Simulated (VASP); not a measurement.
The system is As.

```
As
1.0
     1.82500   -5.50000    0.00000
     1.82500    5.50000    0.00000
     0.00000    0.00000    4.47000
As
4
Direct
  0.39000 0.61000 0.56000
  0.89000 0.11000 0.94000
  0.61000 0.39000 0.44000
  0.11000 0.89000 0.06000
```

Base run:

```yaml
Program: VASP 6.6.1
Functional: r2SCAN
Potentials_or_basis: VASP PAW PBE potentials, release 64 (As)
Cutoff: 520 eV
k_mesh: 8 × 8 × 6
Occupations: fermi-dirac, width 0.05 eV
Spin: no spin polarisation
```

Its results: band gap on the k mesh 0.18 eV, indirect (least direct gap 0.29 eV); pressure 1.5 GPa; largest force 0.346 eV/Å.

The run is repeated on the same cell with these changes: functional from r2SCAN to PBE; further incar settings from ALGO = Normal; EDIFF = 1e-06; NBANDS = 18 to ALGO = Normal; EDIFF = 1e-07; NBANDS = 18. What comes out?

Band gap on the k mesh 0.06 eV, indirect (least direct gap 0.14 eV); pressure 3.3 GPa; largest force 0.167 eV/Å.

Caveats: the PAW data sets were made with another functional, which shifts forces and pressure a little (some runs).

A k mesh can miss the band edges.
